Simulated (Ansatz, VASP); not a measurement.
One calculation of Sn, two programs

INCAR

```
  PREC = Accurate
  ENCUT = 520
  EDIFF = 1E-7
  ISMEAR = 0
  SIGMA = 0.15
  LREAL = F
  LASPH = T
  NELM = 60
  ALGO = Fast
  ISIF = 2
  LWAVE = F
  LCHARG = F
  GGA = PE
  NBANDS = 21
```

The input KPOINTS:

```
Automatic mesh
0
Gamma
  16 16 16
```

POSCAR

```
Sn
1.0
   -2.9201491804      2.9401404553      1.5625502332
    2.9601317302     -2.9401404553      1.6360537446
    2.9201491804      2.9401404553     -1.5625502332
Sn
2
Direct
    0.7500000000      0.2500000000      0.5000000000
    0.0000000000      0.0000000000      0.0000000000
```

Input for Ansatz:

```yaml
crystal:
  lattice:
    - [-2.9201491804, 2.9401404553, 1.5625502332]
    - [2.9601317302, -2.9401404553, 1.6360537446]
    - [2.9201491804, 2.9401404553, -1.5625502332]
  atoms:
    - { symbol: Sn, position: [0.75, 0.25, 0.5] }
    - { symbol: Sn, position: [0.0, 0.0, 0.0] }
basis:
  ecutwfc: 420
kpoints:
  mp_grid: { grid: [16, 16, 16] }
hamiltonian:
  xc: pbe
scf:
  occupations: { method: gaussian, width: 0.15 }
output:
  forces: true
  stress: true
  eigenvalues: true
  write_density: true
  write_potential: true
  elf: true
  volumetric_format: npy
```

Change from the starting cell: strain +0.0250 x Voigt [0, 0, 0, 0, 1, 0], atoms carried along.

Alike in both runs: task single point; functional PBE; k mesh 16 × 16 × 16; occupations gaussian, width 0.15 eV; no spin polarisation.

|  | VASP | Ansatz |
| --- | --- | --- |
| version | VASP 6.6.1 | Ansatz 0.2.0 |
| potentials or method | VASP PAW PBE potentials, release 64 (Sn_d), cutoff 520 eV | scalar-relativistic, plane waves, PAW |
| valence electrons in the cell | 28 | 28 |

```tsv
	VASP	Ansatz	Ansatz less VASP
gap on the k mesh at the Fermi level (eV)	none	none	-
pressure (GPa)	1.3	1.4	+0.06
traceless stress, the component that is largest in VASP (GPa)	-0.65	-0.65	0.000
rms of the force components (eV/Å)	0.028	0.028	0.0000
```

Atom by atom the forces differ by 0.000 eV/Å (rms over components). A gap of «none» marks a metal or a gap that the smearing closes. The functional is the same, so the differences come from potentials, cutoffs and numerics.
